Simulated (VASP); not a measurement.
A run of VASP 6.6.1 is set up as follows.

Contents of INCAR:

```
ALGO = Normal
EDIFF = 1E-6
ENCUT = 520
GGA = PS
ISIF = 2
ISMEAR = -1
LASPH = True
LCHARG = False
LREAL = False
LWAVE = False
NBANDS = 21
NELM = 80
PREC = Accurate
SIGMA = 0.08
```

File KPOINTS:

```
k-points
0
Gamma
  18 18 10
```

File POSCAR:

```
Ru
1.0
    2.4908049317      0.0000000000      0.0000000000
   -1.2454024659      2.1571003467      0.0000000000
    0.0000000000      0.0000000000      3.9674400134
Ru
2
Direct
    0.3333333333      0.6666666667      0.2500000000
    0.6666666667      0.3333333333      0.7500000000
```

Potentials or basis: VASP PAW PBE potentials, release 64 (Ru_pv).

The run is started by

```sh
$ cat potpaw_PBE.64/Ru_pv/POTCAR > POTCAR
$ mpirun -np 1 vasp_std > vasp.out
```

What does it give for the band gap on the k mesh?

Zero (bands 14 and 15 overlap by 4.59 eV).

Predict the pressure.

131.7 GPa.

Stress tensor (GPa, compression positive):
```
131.59   0.00   0.00
  0.00 131.59   0.00
  0.00   0.00 131.77
```

Caveat: the cell stands under pressure; the PAW data sets were made with another functional, which shifts forces and pressure a little.
